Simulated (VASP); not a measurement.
# Si2Ge3 (P-6m2) in VASP: notebook

Si2Ge3 is run at these levels: PBE; tasks: single point, relaxation of cell and atoms.

Program: VASP 6.6.1. These are calculated values, not measurements. Logs are shortened: lines on timing, memory, paths and dates and some standing lists are left out, and cuts for length are marked.

### Step 1. The cell of the first run

The structure is hexagonal, space group P-6m2 (No. 187). Conventional cell: a = 2.932 Å, b = 2.932 Å, c = 23.713 Å, α = 90.00°, β = 90.00°, γ = 120.00°. Si (site symmetry 3m) has 6 Ge at 2.91 Å and 6 Si at 2.93 Å within 3.8 Å. Within 3.8 Å of Si (site symmetry -6m2) lie 6 Ge at 2.91 Å and 6 Si at 2.93 Å. Si (site symmetry -6m2) has 6 Ge at 2.91 Å and 6 Si at 2.93 Å within 3.8 Å. Within 3.8 Å of Ge (site symmetry 3m) lie 3 Si at 2.91 Å and 9 Ge at 2.91 to 2.93 Å. Ge (site symmetry 3m) has 9 Ge at 2.91 to 2.93 Å and 3 Si at 2.91 Å within 3.8 Å. Ge (site symmetry 3m) has 6 Si at 2.91 Å and 6 Ge at 2.93 Å within 3.8 Å.

### Step 2. Single point, PBE

INCAR reads:

```
SYSTEM = Si2Ge3
PREC     = Accurate       ! precision mode
ENCUT    = 520            ! plane-wave cutoff, eV
EDIFF    = 1E-6           ! SCF threshold, eV
ISMEAR   = 0              ! smearing method
SIGMA    = 0.1            ! smearing width, eV
LREAL    = .False.        ! projectors in reciprocal space
LASPH    = .True.         ! aspherical terms in the spheres
NELM     = 80             ! most SCF steps
ALGO     = Normal         ! electronic algorithm
ISIF     = 2              ! what is computed and relaxed
LWAVE    = .False.        ! write WAVECAR
LCHARG   = .False.        ! write CHGCAR
GGA      = PE             ! functional
NBANDS   = 61             ! bands
```

KPOINTS reads:

```
Automatic mesh
0
Gamma
  6 6 1
  0 0 0
```

POSCAR reads:

```
Si2Ge3
1.0
    2.9315984200      0.0000000000      0.0000000000
   -1.4657992100      2.5388387100      0.0000000000
    0.0000000000      0.0000000000     23.7127218600
Si Ge
4 6
Direct
    0.3333333300      0.6666666700      0.8000000000
    0.3333333300      0.6666666700      0.0000000000
    0.3333333300      0.6666666700      0.2000000000
    0.6666666700      0.3333333300      0.5000000000
    0.3333333300      0.6666666700      0.6000000000
    0.3333333300      0.6666666700      0.4000000000
    0.6666666700      0.3333333300      0.7000000000
    0.6666666700      0.3333333300      0.9000000000
    0.6666666700      0.3333333300      0.1000000000
    0.6666666700      0.3333333300      0.3000000000
```

Potentials or basis: VASP PAW PBE potentials, release 64 (Si, Ge_d).

Started as:

```bash
$ cat potpaw_PBE.64/Si/POTCAR potpaw_PBE.64/Ge_d/POTCAR > POTCAR
$ mpirun -np 1 vasp_std > vasp.out
```

OUTCAR:

```text
SYSTEM = Si2Ge3
   PREC = Accurate
   ENCUT = 520
   EDIFF = 1E-6
   ISMEAR = 0
   LREAL = .False.
   LASPH = .True.
   NELM = 80
   ISIF = 2
   GGA = PE

 ion  position               nearest neighbor table
   1  0.333  0.667  0.800-   7 2.91   8 2.91   7 2.91   8 2.91   7 2.91   8 2.91
   2  0.333  0.667  0.000-   8 2.91   9 2.91   8 2.91   9 2.91   8 2.91   9 2.91
   3  0.333  0.667  0.200-  10 2.91   9 2.91  10 2.91   9 2.91  10 2.91   9 2.91
   4  0.667  0.333  0.500-   5 2.91   6 2.91   5 2.91   6 2.91   5 2.91   6 2.91
   5  0.333  0.667  0.600-   4 2.91   7 2.91   4 2.91   7 2.91   4 2.91   7 2.91
   6  0.333  0.667  0.400-   4 2.91  10 2.91   4 2.91  10 2.91   4 2.91  10 2.91
   7  0.667  0.333  0.700-   1 2.91   5 2.91   1 2.91   5 2.91   1 2.91   5 2.91
   8  0.667  0.333  0.900-   1 2.91   2 2.91   1 2.91   2 2.91   1 2.91   2 2.91
   9  0.667  0.333  0.100-   2 2.91   3 2.91   2 2.91   3 2.91   2 2.91   3 2.91
  10  0.667  0.333  0.300-   3 2.91   6 2.91   3 2.91   6 2.91   3 2.91   6 2.91

  LATTYP: Found a hexagonal cell.
 ALAT       =     2.9315984200
 C/A-ratio  =     8.0886664757

  Lattice vectors:

 A1 = (   2.9315984200,   0.0000000000,   0.0000000000)
 A2 = (  -1.4657992100,   2.5388387100,   0.0000000000)
 A3 = (   0.0000000000,   0.0000000000,  23.7127218600)

Analysis of symmetry for initial positions (statically):
=====================================================================
 Subroutine PRICEL returns:
 Original cell was already a primitive cell.

 Routine SETGRP: Setting up the symmetry group for a
 hexagonal supercell.

 Subroutine GETGRP returns: Found 12 space group operations
 (whereof 12 operations were pure point group operations)
 out of a pool of 24 trial point group operations.

The static configuration has the point symmetry D_3h.

Analysis of symmetry for dynamics (positions and initial velocities):
=====================================================================
 Subroutine PRICEL returns:
 Original cell was already a primitive cell.

 Routine SETGRP: Setting up the symmetry group for a
 hexagonal supercell.

 Subroutine GETGRP returns: Found 12 space group operations
 (whereof 12 operations were pure point group operations)
 out of a pool of 24 trial point group operations.

The dynamic configuration has the point symmetry D_3h.

 Subroutine INISYM returns: Found 12 space group operations
 (whereof 12 operations are pure point group operations),
 and found     1 'primitive' translations

----------------------------------------------------------------------------------------

                                     Primitive cell

  volume of cell :     176.4904

  direct lattice vectors                    reciprocal lattice vectors
     2.931598420  0.000000000  0.000000000     0.341110840  0.196940435  0.000000000
    -1.465799210  2.538838710  0.000000000     0.000000000  0.393880870  0.000000000
     0.000000000  0.000000000 23.712721860     0.000000000  0.000000000  0.042171456

  length of vectors
     2.931598420  2.931598424 23.712721860     0.393880871  0.393880870  0.042171456

  position of ions in fractional coordinates (direct lattice)
     0.333333330  0.666666670  0.800000000
     0.333333330  0.666666670  0.000000000
     0.333333330  0.666666670  0.200000000
     0.666666670  0.333333330  0.500000000
     0.333333330  0.666666670  0.600000000
     0.333333330  0.666666670  0.400000000
     0.666666670  0.333333330  0.700000000
     0.666666670  0.333333330  0.900000000
     0.666666670  0.333333330  0.100000000
     0.666666670  0.333333330  0.300000000

  ion indices of the primitive-cell ions
   primitive index   ion index
                 1           1
                 2           2
                 3           3
                 4           4
                 5           5
                 6           6
                 7           7
                 8           8
                 9           9
                10          10

----------------------------------------------------------------------------------------

 KPOINTS: Automatic mesh

Automatic generation of k-mesh.
 Grid dimensions read from file:
 generate k-points for:    6    6    1

 Generating k-lattice:

  Cartesian coordinates                     Fractional coordinates (reciprocal lattice)
     0.056851807  0.032823406  0.000000000     0.166666667  0.000000000  0.000000000
     0.000000000  0.065646812  0.000000000     0.000000000  0.166666667  0.000000000
     0.000000000  0.000000000  0.042171456     0.000000000  0.000000000  1.000000000

  Length of vectors
     0.065646812  0.065646812  0.042171456

  Shift w.r.t. Gamma in fractional coordinates (k-lattice)
     0.000000000  0.000000000  0.000000000

 Subroutine IBZKPT returns following result:
 ===========================================

 Found      7 irreducible k-points:

 Following reciprocal coordinates:
            Coordinates               Weight
  0.000000  0.000000  0.000000      1.000000
  0.166667  0.000000  0.000000      6.000000
  0.333333  0.000000  0.000000      6.000000
  0.500000  0.000000  0.000000      3.000000
  0.166667  0.166667  0.000000      6.000000
  0.333333  0.166667  0.000000     12.000000
  0.333333  0.333333  0.000000      2.000000
   k-points           NKPTS =      7   k-points in BZ     NKDIM =      7   number of bands    NBANDS=     61
   number of dos      NEDOS =    301   number of ions     NIONS =     10
   total plane-waves  NPLWV = 103680
   dimension x,y,z NGX =    24 NGY =   24 NGZ =  180
   dimension x,y,z NGXF=    48 NGYF=   48 NGZF=  360
   ions per type =               4   6
   NGX,Y,Z   is equivalent  to a cutoff of  13.61, 13.61, 12.62 a.u.
   NGXF,Y,Z  is equivalent  to a cutoff of  27.22, 27.22, 25.24 a.u.
 SYSTEM =  Si2Ge3
   PREC   = accura    normal or accurate (medium, high low for compatibility)
   ISTART =      0    job   : 0-new  1-cont  2-samecut
   ICHARG =      2    charge: 1-file 2-atom 10-const
   ISPIN  =      1    spin polarized calculation?
   LNONCOLLINEAR =      F non collinear calculations
   LSORBIT =      F    spin-orbit coupling
   LASPH  =      T    aspherical Exc in radial PAW
   ENCUT  =  520.0 eV  38.22 Ry    6.18 a.u.   5.45  5.45 44.09*2*pi/ulx,y,z
   NELM   =     80;   NELMIN=  2; NELMDL= -5     # of ELM steps
   EDIFF  = 0.1E-05   stopping-criterion for ELM
   LREAL  =      F    real-space projection
   EDIFFG = 0.1E-04   stopping-criterion for IOM
   NSW    =      0    number of steps for IOM
   IBRION =     -1    ionic relax: 0-MD 1-quasi-New 2-CG
   NFREE  =      0    steps in history (QN), initial steepest desc. (CG)
   ISIF   =      2    stress and relaxation
   ISYM   =      2    0-nonsym 1-usesym 2-fastsym
   POTIM  = 0.5000    time-step for ionic-motion
   TEBEG  =    0.0;   TEEND  =   0.0 temperature during run
   PSTRESS=    0.0 pullay stress
   NELECT =     100.0000    total number of electrons
   NUPDOWN=      -1.0000    fix difference up-down
   EMIN   =  10.00;   EMAX   =-10.00  energy-range for DOS
   EFERMI =   0.00;   METHOD = LEGACY
   ISMEAR =     0;   SIGMA  =   0.10  broadening in eV -4-tet -1-fermi 0-gaus
   EFERMI_NEDOS =   21; number of points for ismear=-14 and -15
   IALGO  =     38    algorithm
   IMIX   =      4    mixing-type and parameters
     AMIX     =   0.40;   BMIX     =  1.00
     AMIX_MAG =   1.60;   BMIX_MAG =  1.00
  volume/ion in A,a.u.               =      17.65       119.10
  Fermi-wavevector in a.u.,A,eV,Ry     =   1.354673  2.559961 24.968584  1.835139
  Thomas-Fermi vector in A             =   2.481825
   LORBIT       =      0    0 simple, 1 ext, 2 COOP (PROOUT), +10 PAW based schemes
   GGA     = PE    functional components
   LHFCALC =     F    Hartree Fock is set to
   AEXX    =    0.0000 exact exchange contribution
   IVDW    =     0    specifies the selected vdW correction
   LEPSILON=     F    determine dielectric tensor
   LRPA    =     F    only Hartree local field effects (RPA)
 non-spin polarized calculation
 Gauss-broadening in eV      SIGMA  =   0.10
  energy-cutoff  :      520.00
  volume of cell :      176.49
 maximum number of plane-waves:      4841
 NGX is ok and might be reduce to    24

 number of electron     100.0000000 magnetization

 number of electron      99.9999974 magnetization

 Free energy of the ion-electron system (eV)
  ---------------------------------------------------
  ext. energy  EPLUGINS =         0.00000000
  ---------------------------------------------------
  free energy    TOTEN  =       -43.50656922 eV

  energy without entropy =      -43.44942238  energy(sigma->0) =      -43.47799580

 E-fermi :   7.6453     XC(G=0): -11.1473

 val. band max:        7.6226187614   @ k =   0.3333   0.1667   0.0000
 cond. band min:       7.6612509560   @ k =   0.3333   0.1667   0.0000
 fundamental gap:      0.0386321946
 Fermi energy:         7.6452886970

 k-point     1 :       0.0000    0.0000    0.0000
  band No.  band energies     occupation
      1     -17.1911      2.00000
      2     -17.1904      2.00000
      3     -17.1847      2.00000
      4     -17.1845      2.00000
      5     -17.1827      2.00000
      6     -17.1818      2.00000
[... 53 lines left out ...]
     60      15.8106      0.00000
     61      15.8125      0.00000

 k-point     2 :       0.1667    0.0000    0.0000
  band No.  band energies     occupation
      1     -17.1972      2.00000
      2     -17.1969      2.00000
      3     -17.1846      2.00000
      4     -17.1844      2.00000
      5     -17.1788      2.00000
      6     -17.1788      2.00000
[... 309 lines left out ...]
     60       8.8599      0.00000
     61       9.9825      0.00000

 k-point     7 :       0.3333    0.3333    0.0000
  band No.  band energies     occupation
      1     -17.1882      2.00000
      2     -17.1881      2.00000
      3     -17.1731      2.00000
      4     -17.1729      2.00000
      5     -17.1721      2.00000
      6     -17.1719      2.00000
[... 53 lines left out ...]
     60       8.2308      0.00000
     61       8.3323      0.00000

------------------------ aborting loop because EDIFF is reached ----------------------------------------

  FORCE on cell =-STRESS in cart. coord.  units (eV):
  Direction    XX          YY          ZZ          XY          YZ          ZX
  --------------------------------------------------------------------------------------
  -------------------------------------------------------------------------------------
  Total        2.9734470      2.9734470     -7.0022372      0.0000000     -0.0000000      0.0000000
  in kB       26.9929151     26.9929152    -63.5662223      0.0000000     -0.0000000      0.0000000
  external PRESSURE =      -3.1934640 kB  Pullay stress =       0.0000000 kB

 VOLUME and BASIS-vectors are now :
 -----------------------------------------------------------------------------
  energy-cutoff  :      520.00
  volume of cell :      176.49
      direct lattice vectors                 reciprocal lattice vectors
     2.931598420  0.000000000  0.000000000     0.341110840  0.196940435  0.000000000
    -1.465799210  2.538838710  0.000000000     0.000000000  0.393880870  0.000000000
     0.000000000  0.000000000 23.712721860     0.000000000  0.000000000  0.042171456

 POSITION                                       TOTAL-FORCE (eV/Angst)
 -----------------------------------------------------------------------------------
     -0.00000      1.69256     18.97018        -0.000000      0.000000     -0.067771
     -0.00000      1.69256      0.00000        -0.000000      0.000000     -0.000000
     -0.00000      1.69256      4.74254        -0.000000      0.000000      0.067771
      1.46580      0.84628     11.85636        -0.000000      0.000000     -0.000000
     -0.00000      1.69256     14.22763         0.000000     -0.000000     -0.438225
     -0.00000      1.69256      9.48509         0.000000      0.000000      0.438225
      1.46580      0.84628     16.59891         0.000000     -0.000000      0.464684
      1.46580      0.84628     21.34145        -0.000000      0.000000      0.047174
      1.46580      0.84628      2.37127        -0.000000     -0.000000     -0.047174
      1.46580      0.84628      7.11382         0.000000     -0.000000     -0.464684
 -----------------------------------------------------------------------------------
    total drift:                               -0.000013      0.000008      0.000000

  FREE ENERGIE OF THE ION-ELECTRON SYSTEM (eV)
  ---------------------------------------------------
  free  energy   TOTEN  =       -43.5065692231 eV

  energy  without entropy=      -43.4494223815  energy(sigma->0) =      -43.47799580
```

Run time: 1.9 min. Hardware: 1 thread of Intel Xeon 6975P-C (Granite Rapids), shared host; peak memory 0.32 GiB.

What came out:

```yaml
Free_energy: -43.5066 eV
Pressure: -0.3 GPa
Largest_force: 0.465 eV/Å
Band_gap_on_the_k_mesh: zero (bands 50 and 51 overlap by 9.02 eV)
```

Forces in eV/Å, atoms in the order of the input:
```
Si   0.000  0.000 -0.068
Si   0.000  0.000  0.000
Si   0.000  0.000  0.068
Si   0.000  0.000  0.000
Ge   0.000  0.000 -0.438
Ge   0.000  0.000  0.438
Ge   0.000  0.000  0.465
Ge   0.000  0.000  0.047
Ge   0.000  0.000 -0.047
Ge   0.000  0.000 -0.465
```

Stress tensor (GPa, compression positive):
```
 2.70  0.00  0.00
 0.00  2.70  0.00
 0.00  0.00 -6.36
```

Caveat: the k points lie up to 0.41 Å⁻¹ apart, too coarse for converged energies and pressures of a metal.

### Step 3. Single point, PBE

This run uses another cell than the first one, of the same volume but with other edges.

INCAR reads:

```
PREC = Accurate
ENCUT = 520
EDIFF = 1E-6
ISMEAR = 0
SIGMA = 0.1
LREAL = False
LASPH = True
NELM = 100
ALGO = Normal
ISIF = 2
LWAVE = False
LCHARG = True
GGA = PE
LELF = True
LVHAR = True
NBANDS = 61
```

KPOINTS reads:

```
Automatic mesh
0
Gamma
  6 6 1
```

POSCAR reads:

```
Si2Ge3
1.0
    2.9937390228      0.0000000000      0.0000000000
   -1.4968695114      2.5926540461      0.0000000000
    0.0000000000      0.0000000000     22.7021614570
Si Ge
4 6
Direct
    0.3333333333      0.6666666667      0.8059449170
    0.3333333333      0.6666666667      0.0000000000
    0.3333333333      0.6666666667      0.1940550830
    0.6666666667      0.3333333333      0.5000000000
    0.3333333333      0.6666666667      0.5968221879
    0.3333333333      0.6666666667      0.4031778121
    0.6666666667      0.3333333333      0.7111803042
    0.6666666667      0.3333333333      0.9031410605
    0.6666666667      0.3333333333      0.0968589395
    0.6666666667      0.3333333333      0.2888196958
```

Potentials or basis: VASP PAW PBE potentials, release 64 (Si, Ge_d).

Started as:

```bash
$ cat potpaw_PBE.64/Si/POTCAR potpaw_PBE.64/Ge_d/POTCAR > POTCAR
$ mpirun -np 1 vasp_std > vasp.out
```

OUTCAR:

```text
PREC = Accurate
   ENCUT = 520
   EDIFF = 1E-6
   ISMEAR = 0
   LREAL = False
   LASPH = True
   NELM = 100
   ISIF = 2
   GGA = PE

 ion  position               nearest neighbor table
   1  0.333  0.667  0.806-   7 2.76   7 2.76   7 2.76   8 2.80   8 2.80   8 2.80
   2  0.333  0.667  0.000-   8 2.80   9 2.80   8 2.80   9 2.80   8 2.80   9 2.80
   3  0.333  0.667  0.194-  10 2.76  10 2.76  10 2.76   9 2.80   9 2.80   9 2.80
   4  0.667  0.333  0.500-   5 2.80   6 2.80   5 2.80   6 2.80   5 2.80   6 2.80
   5  0.333  0.667  0.597-   4 2.80   4 2.80   4 2.80
   6  0.333  0.667  0.403-   4 2.80   4 2.80   4 2.80
[... 651 lines left out ...]
  external PRESSURE =      -0.1938009 kB  Pullay stress =       0.0000000 kB

 VOLUME and BASIS-vectors are now :
 -----------------------------------------------------------------------------
  energy-cutoff  :      520.00
  volume of cell :      176.21
      direct lattice vectors                 reciprocal lattice vectors
     2.993739023  0.000000000  0.000000000     0.334030452  0.192852572  0.000000000
    -1.496869511  2.592654046  0.000000000     0.000000000  0.385705143  0.000000000
     0.000000000  0.000000000 22.702161457     0.000000000  0.000000000  0.044048669

 POSITION                                       TOTAL-FORCE (eV/Angst)
 -----------------------------------------------------------------------------------
     -0.00000      1.72844     18.29669        -0.000000     -0.000000     -0.008234
     -0.00000      1.72844      0.00000        -0.000000     -0.000000      0.000000
     -0.00000      1.72844      4.40547        -0.000000     -0.000000      0.008234
      1.49687      0.86422     11.35108        -0.000000     -0.000000      0.000000
     -0.00000      1.72844     13.54915         0.000000      0.000000      0.001658
     -0.00000      1.72844      9.15301         0.000000     -0.000000     -0.001658
      1.49687      0.86422     16.14533        -0.000000      0.000000      0.002843
      1.49687      0.86422     20.50325        -0.000000     -0.000000      0.005707
      1.49687      0.86422      2.19891         0.000000      0.000000     -0.005707
      1.49687      0.86422      6.55683        -0.000000     -0.000000     -0.002843
 -----------------------------------------------------------------------------------
    total drift:                               -0.000000      0.000000      0.000000

  FREE ENERGIE OF THE ION-ELECTRON SYSTEM (eV)
  ---------------------------------------------------
  free  energy   TOTEN  =       -44.0061731070 eV

  energy  without entropy=      -43.9802906586  energy(sigma->0) =      -43.99323188
```

Wall time 78 s (1 thread of Intel Xeon 6975P-C (Granite Rapids), shared host); peak memory 0.32 GiB.

What came out:

* Free energy: -44.0062 eV
* Pressure: 0.0 GPa
* Largest force: 0.008 eV/Å
* Band gap on the k mesh: zero (bands 50 and 51 overlap by 8.18 eV)

Forces on the atoms (eV/Å):
```
Si   0.000  0.000 -0.008
Si   0.000  0.000  0.000
Si   0.000  0.000  0.008
Si   0.000  0.000  0.000
Ge   0.000  0.000  0.002
Ge   0.000  0.000 -0.002
Ge   0.000  0.000  0.003
Ge   0.000  0.000  0.006
Ge   0.000  0.000 -0.006
Ge   0.000  0.000 -0.003
```

Caveat: the k points lie up to 0.40 Å⁻¹ apart, too coarse for converged energies and pressures of a metal.

(Part 1 of 2 ends here.)

The gap in the log of VASP goes by the Fermi energy; the results here count the filled bands.